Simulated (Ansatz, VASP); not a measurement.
Two plane-wave programs on SiNi

INCAR

```
PREC = Accurate
ENCUT = 520
EDIFF = 1E-7
ISMEAR = 0
SIGMA = 0.1
LREAL = False
LASPH = True
NELM = 60
ALGO = Fast
ISIF = 2
LWAVE = False
LCHARG = False
LDIPOL = True
IDIPOL = 3
DIPOL = 0.5 0.5 0.500
GGA = PE
NBANDS = 54
```

The input KPOINTS:

```
Automatic mesh
0
Gamma
  11 11 1
```

POSCAR

```
SiNi
1.0
    3.0552835563      0.0000000000      0.0000000000
    0.0000000000      3.2583147307      0.0000000000
    0.0000000000      0.0000000000     27.6511424869
Si Ni
6 6
Direct
    0.0000000000      0.0000000000      0.2712365322
    0.5000000000      0.5000000000      0.3881345071
    0.0000000000      0.0000000000      0.4415510125
    0.5000000000      0.5000000000      0.5584489875
    0.0000000000      0.0000000000      0.6118654929
    0.5000000000      0.5000000000      0.7287634678
    0.5000000000      0.5000000000      0.3028279446
    0.0000000000      0.0000000000      0.3565430947
    0.5000000000      0.5000000000      0.4731424249
    0.0000000000      0.0000000000      0.5268575751
    0.5000000000      0.5000000000      0.6434569053
    0.0000000000      0.0000000000      0.6971720554
```

Input for Ansatz:

```yaml
crystal:
  lattice:
    - [3.0552835563, 0.0, 0.0]
    - [0.0, 3.2583147307, 0.0]
    - [0.0, 0.0, 27.6511424869]
  atoms:
    - { symbol: Si, position: [0.0, 0.0, 0.2712365322] }
    - { symbol: Ni, position: [0.5, 0.5, 0.3028279446] }
    - { symbol: Ni, position: [0.0, 0.0, 0.3565430947] }
    - { symbol: Si, position: [0.5, 0.5, 0.3881345071] }
    - { symbol: Si, position: [0.0, 0.0, 0.4415510125] }
    - { symbol: Ni, position: [0.5, 0.5, 0.4731424249] }
    - { symbol: Ni, position: [0.0, 0.0, 0.5268575751] }
    - { symbol: Si, position: [0.5, 0.5, 0.5584489875] }
    - { symbol: Si, position: [0.0, 0.0, 0.6118654929] }
    - { symbol: Ni, position: [0.5, 0.5, 0.6434569053] }
    - { symbol: Ni, position: [0.0, 0.0, 0.6971720554] }
    - { symbol: Si, position: [0.5, 0.5, 0.7287634678] }
basis:
  ecutwfc: 420
kpoints:
  mp_grid: { grid: [11, 11, 1] }
hamiltonian:
  xc: pbe
scf:
  occupations: { method: gaussian, width: 0.1 }
output:
  forces: true
  stress: true
  eigenvalues: true
  write_density: true
  write_potential: true
  elf: true
  volumetric_format: npy
efield:
  axis: 3
  dipole_correction: true
  ramp_width: 0.04
```

Alike in both runs: task single point; functional PBE; k mesh 11 × 11 × 1; occupations gaussian, width 0.1 eV; no spin polarisation.

|  | VASP | Ansatz |
| --- | --- | --- |
| version | VASP 6.6.1 | Ansatz 0.2.0 |
| potentials or method | VASP PAW PBE potentials, release 64 (Si, Ni), cutoff 520 eV | scalar-relativistic, plane waves, PAW |
| valence electrons in the cell | 84 | 132 |

|  | VASP | Ansatz | Ansatz less VASP |
| --- | --- | --- | --- |
| gap on the k mesh at the Fermi level (eV) | none | none | - |
| rms of the force components (eV/Å) | 0.113 | 0.118 | +0.0050 |

A gap of «none» marks a metal or a gap that the smearing closes. With one functional, cell and mesh, what is left measures potentials, basis and numerics. VASP's potentials hold 84 valence electrons a cell and Ansatz's 132, so a difference there can come from the potentials and not from the codes. Ansatz's warnings: xc potential rough in thin density.
